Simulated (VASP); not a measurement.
Runs of VASP 6.6.1 on CdSe. It takes space group F-43m (No. 216, cubic). Conventional cell: a = 6.136 Å, b = 6.136 Å, c = 6.136 Å, α = 90.00°, β = 90.00°, γ = 90.00°. Within 3.5 Å of Cd (site symmetry -43m) lie 4 Se at 2.66 Å. Within 3.5 Å of Se (site symmetry -43m) lie 4 Cd at 2.66 Å. 

```csv
level,potentials or basis,k mesh,cutoff (eV),gap on the mesh (eV),pressure (GPa)
LDA,"VASP PAW LDA potentials, release 64 (Cd, Se)",4 × 4 × 4,500,(a),-2.6
PBE,"VASP PAW PBE potentials, release 64 (Cd, Se)",4 × 4 × 4,520,(c),(b)
PBE,"VASP PAW PBE potentials, release 64 (Cd, Se)",6 × 6 × 6,520,0.55,1.7
r2SCAN,"VASP PAW PBE potentials, release 64 (Cd, Se)",4 × 4 × 4,520,1.01,0.4
```

Alike in all rows: task single point; no spin polarisation; cell as given; smearing gaussian 0.01 eV.

Task: Fill in the values left out.

Result: (a) 0.29; (b) 1.9; (c) 0.54.

Caveats: some runs use coarse meshes; the PAW data sets were made with another functional, which shifts forces and pressure a little (some runs).

A k mesh can miss the band edges, and the runs leave out spin-orbit coupling on Cd, Se.
